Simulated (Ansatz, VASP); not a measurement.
# Two plane-wave programs on AlV2C

```xyz
8
Lattice="2.8876 0.0000 0.0000 -1.4438 2.5007 0.0000 0.0000 0.0000 12.5806" Properties=species:S:1:pos:R:3 pbc="T T T"
V     0.0000    1.6672   11.4939
V     1.4438    0.8336    1.0868
V     1.4438    0.8336    5.2035
V     0.0000    1.6672    7.3771
Al    1.4438    0.8336    9.4355
Al    0.0000    1.6672    3.1452
C     0.0000    0.0000    6.2903
C     0.0000    0.0000    0.0000
```

Alike in both runs: functional PBEsol; k mesh 9 × 9 × 2; occupations fermi-dirac, width 0.05 eV; collinear spin.

|  | VASP | Ansatz |
| --- | --- | --- |
| version | VASP 6.6.1 | Ansatz 0.2.0 |
| potentials or method | VASP PAW PBE potentials, release 64 (V_sv, Al, C) | Ansatz PAW |
| plane-wave cutoff (eV) | 520 | 420 |
| valence electrons in the cell | 66 | 66 |
| task | single point | band structure |

|  | VASP | Ansatz | Ansatz less VASP |
| --- | --- | --- | --- |
| gap on the k mesh at the Fermi level (eV) | none | none | - |
| pressure (GPa) | 6.0 | 5.6 | -0.40 |
| traceless stress, the component that is largest in VASP (GPa) | 5.77 | 5.79 | +0.021 |
| rms of the force components (eV/Å) | 0.037 | 0.052 | +0.0151 |
| net moment per atom (μB) | 0.00 | 0.00 | 0.000 |

VASP's potentials were made for PBE, not for PBEsol. Atom by atom the forces differ by 0.015 eV/Å (rms over components). A gap of «none» marks a metal or a gap that the smearing closes. The functional is the same, so the differences come from potentials, cutoffs and numerics.
